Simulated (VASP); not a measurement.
A run of VASP 6.6.1:

File INCAR:

```
SYSTEM = AlN
PREC = Accurate
ENCUT = 520
EDIFF = 1E-6
ISMEAR = 0
SIGMA = 0.05
LREAL = .False.
LASPH = .True.
NELM = 60
ALGO = Normal
ISIF = 2
LWAVE = .False.
LCHARG = .False.
GGA = PE
NBANDS = 11
```

Contents of KPOINTS:

```
regular mesh
0
Gamma
  10 10 10
  0 0 0
```

File POSCAR:

```
AlN
1.0
    0.0000000000      2.1839935596      2.1839935596
    2.1839935596      0.0000000000      2.1839935596
    2.1839935596      2.1839935596      0.0000000000
Al N
1 1
Direct
   -0.0396532948     -0.0396532948     -0.0396532948
    0.7500000000      0.7500000000      0.7500000000
```

Potentials or basis: VASP PAW PBE potentials, release 64 (Al, N).

Command:

```sh
$ cat potpaw_PBE.64/Al/POTCAR potpaw_PBE.64/N/POTCAR > POTCAR
$ mpirun -np 1 vasp_std > vasp.out
```

Hardware: 1 thread of Intel(R) Xeon(R) Platinum 8488C (Sapphire Rapids) (shared host).

Task: How long does it take, and how much memory?

Result: It took 12 s on 1 thread of Intel(R) Xeon(R) Platinum 8488C (Sapphire Rapids) (shared host), peak memory 0.15 GiB. Counts: scf iterations 12, k points 116.
